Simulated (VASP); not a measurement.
Set up this calculation in VASP 6.6.1, as the native input.

```yaml
Task: single point
Functional: LDA
Potentials_or_basis: VASP PAW LDA potentials, release 64 (As)
Cutoff: 520 eV
k_mesh: 9 × 9 × 13
Occupations: fermi-dirac, width 0.1 eV
Spin: no spin polarisation
Dipole_correction: no
Further_INCAR_settings: ALGO = Normal; EDIFF = 1e-07; NBANDS = 14
```

The structure of As lies in POSCAR:

```
As
1.0
    4.8752868536      0.0000000000      0.0000000000
   -2.4376434268      4.2221222659      0.0000000000
    0.0000000000      0.0000000000      2.8373021203
As
3
Direct
    1.0000000000      1.0000000000      0.0000000000
    0.3333333333      0.6666666667      0.5000000000
    0.6666666667      0.3333333333      0.5000000000
```

This cell differs from its parent crystal: volume scaled by 1.08.

The input as run:

INCAR

```
ALGO = Normal
EDIFF = 1E-7
ENCUT = 520
ISIF = 2
ISMEAR = -1
LASPH = T
LCHARG = F
LREAL = F
LWAVE = F
NBANDS = 14
NELM = 80
PREC = Accurate
SIGMA = 0.1
```

KPOINTS

```
k-points
0
Gamma
  9 9 13
```

Potentials or basis: VASP PAW LDA potentials, release 64 (As).

Command:

```sh
$ cat potpaw_LDA.64/As/POTCAR > POTCAR
$ mpirun -np 1 vasp_std > vasp.out
```

Results of the run:

The pressure is -5.7 GPa.

It took 21 s on 1 thread of Intel(R) Xeon(R) Platinum 8559C (Emerald Rapids) (shared host), peak memory 0.18 GiB.
